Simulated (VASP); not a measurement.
# CdI2 (P-3m1) in VASP: settings compared, part 3 of 4

VASP 6.6.1.

## (5) Single point, PBE

INCAR reads:

```
PREC = Accurate ; ENCUT = 500
EDIFF = 1E-6 ; ISMEAR = 0
SIGMA = 0.01 ; LREAL = False
LASPH = True ; NELM = 120
ALGO = Normal ; ISIF = 2
LWAVE = False ; LCHARG = True
GGA = PE ; LELF = True
LVHAR = True ; NBANDS = 20
GGA_COMPAT = False
```

KPOINTS reads:

```
Automatic mesh
0
Gamma
  12 12 4
```

POSCAR reads:

```
CdI2
1.0
    4.2487073931      0.0000000000      0.0000000000
   -2.1243536965      3.6794885357      0.0000000000
    0.0000000000      0.0000000000      6.8836385196
Cd I
1 2
Direct
    0.0000000000      0.0000000000      0.0000000000
    0.3333333333      0.6666666667      0.2495631425
    0.6666666667      0.3333333333      0.7504368575
```

Potentials or basis: VASP PAW PBE potentials, release 64 (Cd, I).

Command:

```
> cat potpaw_PBE.64/Cd/POTCAR potpaw_PBE.64/I/POTCAR > POTCAR
> mpirun -np 1 vasp_std > vasp.out
```

OUTCAR:

```text
PREC = Accurate
   ENCUT = 500
   EDIFF = 1E-6
   ISMEAR = 0
   LREAL = False
   LASPH = True
   NELM = 120
   ISIF = 2
   GGA = PE

 ion  position               nearest neighbor table
   1  0.000  0.000  0.000-   2 2.99   3 2.99   2 2.99   3 2.99   3 2.99   2 2.99
   2  0.333  0.667  0.250-   1 2.99   1 2.99   1 2.99
   3  0.667  0.333  0.750-   1 2.99   1 2.99   1 2.99

  LATTYP: Found a hexagonal cell.
 ALAT       =     4.2487073931
 C/A-ratio  =     1.6201724154

  Lattice vectors:

 A1 = (   4.2487073931,   0.0000000000,   0.0000000000)
 A2 = (  -2.1243536965,   3.6794885357,   0.0000000000)
 A3 = (   0.0000000000,   0.0000000000,   6.8836385196)

Analysis of symmetry for initial positions (statically):
=====================================================================
 Subroutine PRICEL returns:
 Original cell was already a primitive cell.

 Routine SETGRP: Setting up the symmetry group for a
 hexagonal supercell.

 Subroutine GETGRP returns: Found 12 space group operations
 (whereof 12 operations were pure point group operations)
 out of a pool of 24 trial point group operations.

The static configuration has the point symmetry D_3d.

Analysis of symmetry for dynamics (positions and initial velocities):
=====================================================================
 Subroutine PRICEL returns:
 Original cell was already a primitive cell.

 Routine SETGRP: Setting up the symmetry group for a
 hexagonal supercell.

 Subroutine GETGRP returns: Found 12 space group operations
 (whereof 12 operations were pure point group operations)
 out of a pool of 24 trial point group operations.

The dynamic configuration has the point symmetry D_3d.

 Subroutine INISYM returns: Found 12 space group operations
 (whereof 12 operations are pure point group operations),
 and found     1 'primitive' translations

----------------------------------------------------------------------------------------

                                     Primitive cell

  volume of cell :     107.6124

  direct lattice vectors                    reciprocal lattice vectors
     4.248707393  0.000000000  0.000000000     0.235365702  0.135888452  0.000000000
    -2.124353697  3.679488536  0.000000000     0.000000000  0.271776903  0.000000000
     0.000000000  0.000000000  6.883638520     0.000000000  0.000000000  0.145272009

  length of vectors
     4.248707393  4.248707393  6.883638520     0.271776903  0.271776903  0.145272009

  position of ions in fractional coordinates (direct lattice)
     0.000000000  0.000000000  0.000000000
     0.333333333  0.666666667  0.249563143
     0.666666667  0.333333333  0.750436857

  ion indices of the primitive-cell ions
   primitive index   ion index
                 1           1
                 2           2
                 3           3

----------------------------------------------------------------------------------------

 KPOINTS: Automatic mesh

Automatic generation of k-mesh.
 Grid dimensions read from file:
 generate k-points for:   12   12    4

 Generating k-lattice:

  Cartesian coordinates                     Fractional coordinates (reciprocal lattice)
     0.019613809  0.011324038  0.000000000     0.083333333 -0.000000000  0.000000000
     0.000000000  0.022648075  0.000000000     0.000000000  0.083333333  0.000000000
     0.000000000  0.000000000  0.036318002     0.000000000  0.000000000  0.250000000

  Length of vectors
     0.022648075  0.022648075  0.036318002

  Shift w.r.t. Gamma in fractional coordinates (k-lattice)
     0.000000000  0.000000000  0.000000000

 Subroutine IBZKPT returns following result:
 ===========================================

 Found     69 irreducible k-points:

 Following reciprocal coordinates:
            Coordinates               Weight
  0.000000  0.000000  0.000000      1.000000
  0.083333 -0.000000  0.000000      6.000000
  0.166667 -0.000000  0.000000      6.000000
  0.250000 -0.000000  0.000000      6.000000
  0.333333 -0.000000  0.000000      6.000000
  0.416667  0.000000  0.000000      6.000000
[... 16 lines left out ...]
  0.166667 -0.000000  0.250000      6.000000
  0.000000  0.166667  0.250000      6.000000
 [... further k-points ...]
   k-points           NKPTS =     69   k-points in BZ     NKDIM =     69   number of bands    NBANDS=     20
   number of dos      NEDOS =    301   number of ions     NIONS =      3
   total plane-waves  NPLWV =  51200
   dimension x,y,z NGX =    32 NGY =   32 NGZ =   50
   dimension x,y,z NGXF=    64 NGYF=   64 NGZF=  100
   ions per type =               1   2
   NGX,Y,Z   is equivalent  to a cutoff of  12.52, 12.52, 12.08 a.u.
   NGXF,Y,Z  is equivalent  to a cutoff of  25.04, 25.04, 24.15 a.u.
 SYSTEM =  unknown system
   PREC   = accura    normal or accurate (medium, high low for compatibility)
   ISTART =      0    job   : 0-new  1-cont  2-samecut
   ICHARG =      2    charge: 1-file 2-atom 10-const
   ISPIN  =      1    spin polarized calculation?
   LNONCOLLINEAR =      F non collinear calculations
   LSORBIT =      F    spin-orbit coupling
   LASPH  =      T    aspherical Exc in radial PAW
   ENCUT  =  500.0 eV  36.75 Ry    6.06 a.u.   7.75  7.75 12.55*2*pi/ulx,y,z
   NELM   =    120;   NELMIN=  2; NELMDL= -5     # of ELM steps
   EDIFF  = 0.1E-05   stopping-criterion for ELM
   LREAL  =      F    real-space projection
   EDIFFG = 0.1E-04   stopping-criterion for IOM
   NSW    =      0    number of steps for IOM
   IBRION =     -1    ionic relax: 0-MD 1-quasi-New 2-CG
   NFREE  =      0    steps in history (QN), initial steepest desc. (CG)
   ISIF   =      2    stress and relaxation
   ISYM   =      2    0-nonsym 1-usesym 2-fastsym
   POTIM  = 0.5000    time-step for ionic-motion
   TEBEG  =    0.0;   TEEND  =   0.0 temperature during run
   PSTRESS=    0.0 pullay stress
   NELECT =      26.0000    total number of electrons
   NUPDOWN=      -1.0000    fix difference up-down
   EMIN   =  10.00;   EMAX   =-10.00  energy-range for DOS
   EFERMI =   0.00;   METHOD = LEGACY
   ISMEAR =     0;   SIGMA  =   0.01  broadening in eV -4-tet -1-fermi 0-gaus
   EFERMI_NEDOS =   21; number of points for ismear=-14 and -15
   IALGO  =     38    algorithm
   IMIX   =      4    mixing-type and parameters
     AMIX     =   0.40;   BMIX     =  1.00
     AMIX_MAG =   1.60;   BMIX_MAG =  1.00
  volume/ion in A,a.u.               =      35.87       242.07
  Fermi-wavevector in a.u.,A,eV,Ry     =   1.019636  1.926833 14.145401  1.039658
  Thomas-Fermi vector in A             =   2.153161
   LORBIT       =      0    0 simple, 1 ext, 2 COOP (PROOUT), +10 PAW based schemes
   GGA     = PE    functional components
   LHFCALC =     F    Hartree Fock is set to
   AEXX    =    0.0000 exact exchange contribution
   IVDW    =     0    specifies the selected vdW correction
   LEPSILON=     F    determine dielectric tensor
   LRPA    =     F    only Hartree local field effects (RPA)
 non-spin polarized calculation
 Gauss-broadening in eV      SIGMA  =   0.01
  energy-cutoff  :      500.00
  volume of cell :      107.61
 maximum number of plane-waves:      2786
 NGX is ok and might be reduce to    32
   NGX = 15   NGY = 15   NGZ = 25

 number of electron      25.9999996 magnetization

 Free energy of the ion-electron system (eV)
  ---------------------------------------------------
  ext. energy  EPLUGINS =         0.00000000
  ---------------------------------------------------
  free energy    TOTEN  =        -5.49384534 eV

  energy without entropy =       -5.49384534  energy(sigma->0) =       -5.49384534

 E-fermi :   2.0827     XC(G=0):  -8.5461

 val. band max:        1.9758634937   @ k =   0.0833  -0.0000   0.2500
 cond. band min:       4.3349161114   @ k =   0.5000  -0.0000   0.5000
 fundamental gap:      2.3590526178
 Fermi energy:         2.0827451091

 k-point     1 :       0.0000    0.0000    0.0000
  band No.  band energies     occupation
      1     -10.1298      2.00000
      2      -9.4340      2.00000
      3      -5.6136      2.00000
      4      -5.6136      2.00000
      5      -5.4987      2.00000
      6      -5.4175      2.00000
[... 12 lines left out ...]
     19      11.0249      0.00000
[... 513 lines left out ...]
      4      -5.5625      2.00000
      5      -5.4656      2.00000
      6      -5.4239      2.00000
[... 12 lines left out ...]
     19      10.0516      0.00000
     20      10.7799      0.00000

 [... further k-points ...]

------------------------ aborting loop because EDIFF is reached ----------------------------------------

  FORCE on cell =-STRESS in cart. coord.  units (eV):
  Direction    XX          YY          ZZ          XY          YZ          ZX
  --------------------------------------------------------------------------------------
  -------------------------------------------------------------------------------------
  Total        1.1602009      1.1602009      1.1229041      0.0000000      0.0000000     -0.0000000
  in kB       17.2735445     17.2735445     16.7182538      0.0000000      0.0000000     -0.0000000
  external PRESSURE =      17.0884476 kB  Pullay stress =       0.0000000 kB

 VOLUME and BASIS-vectors are now :
 -----------------------------------------------------------------------------
  energy-cutoff  :      500.00
  volume of cell :      107.61
      direct lattice vectors                 reciprocal lattice vectors
     4.248707393  0.000000000  0.000000000     0.235365702  0.135888452  0.000000000
    -2.124353697  3.679488536  0.000000000     0.000000000  0.271776903  0.000000000
     0.000000000  0.000000000  6.883638520     0.000000000  0.000000000  0.145272009

 POSITION                                       TOTAL-FORCE (eV/Angst)
 -----------------------------------------------------------------------------------
      0.00000      0.00000      0.00000        -0.000000      0.000000      0.000000
     -0.00000      2.45299      1.71790         0.000000     -0.000000      0.092655
      2.12435      1.22650      5.16574        -0.000000      0.000000     -0.092655
 -----------------------------------------------------------------------------------
    total drift:                                0.000000     -0.000000      0.000000

  FREE ENERGIE OF THE ION-ELECTRON SYSTEM (eV)
  ---------------------------------------------------
  free  energy   TOTEN  =        -5.4938453405 eV

  energy  without entropy=       -5.4938453405  energy(sigma->0) =       -5.49384534
```

OSZICAR:

```text
N       E                     dE             d eps       ncg     rms          rms(c)
DAV:   1     0.157428310717E+03    0.15743E+03   -0.11283E+04  2768   0.108E+03
DAV:   2     0.368114872604E+01   -0.15375E+03   -0.14881E+03  3232   0.246E+02
DAV:   3    -0.567665973304E+01   -0.93578E+01   -0.93267E+01  3276   0.602E+01
DAV:   4    -0.582598779352E+01   -0.14933E+00   -0.14931E+00  3756   0.728E+00
DAV:   5    -0.582729475674E+01   -0.13070E-02   -0.13069E-02  3308   0.684E-01    0.626E+00
DAV:   6    -0.551894106725E+01    0.30835E+00   -0.56170E-01  2940   0.753E+00    0.524E+00
DAV:   7    -0.549395097793E+01    0.24990E-01   -0.19322E-01  3132   0.268E+00    0.214E+00
DAV:   8    -0.549390659879E+01    0.44379E-04   -0.24555E-02  3016   0.168E+00    0.414E-01
DAV:   9    -0.549380963693E+01    0.96962E-04   -0.24734E-03  3168   0.522E-01    0.135E-01
DAV:  10    -0.549383592801E+01   -0.26291E-04   -0.29822E-04  3116   0.166E-01    0.378E-02
DAV:  11    -0.549384449254E+01   -0.85645E-05   -0.31677E-05  3208   0.472E-02    0.195E-02
DAV:  12    -0.549384534048E+01   -0.84794E-06   -0.36827E-06  3136   0.192E-02
   1 F= -.54938453E+01 E0= -.54938453E+01  d E =-.143464E-53
```

stdout:

```text
POSCAR found type information on POSCAR CdI
 POSCAR found :  2 types and       3 ions
 scaLAPACK will be used
 LDA part: xc-table for (Slater+PW92), standard interpolation
 POSCAR, INCAR and KPOINTS ok, starting setup
 FFT: planning ... GRIDC
 FFT: planning ... GRID_SOFT
 FFT: planning ... GRID
 WAVECAR not read
 entering main loop
```

Run time: 2.5 min. Hardware: 1 thread of Intel Xeon 8259CL, shared host; peak memory 0.31 GiB.

Results:

| Property | Result |
| --- | --- |
| Free energy | -5.4938 eV |
| Pressure | 1.7 GPa |
| Largest force | 0.093 eV/Å |
| Band gap on the k mesh | 2.36 eV (least direct gap 2.60 eV) |

Forces on the atoms (eV/Å):
```
Cd   0.000  0.000  0.000
I    0.000  0.000  0.093
I    0.000  0.000 -0.093
```

Caveat: spin-orbit coupling is left out, which moves the levels of the heavy elements; this functional lacks dispersion, which binds the layers, so the pressure and a relaxed spacing across them are unreliable. A k mesh can miss the band edges.

[end of part 3 of 4]
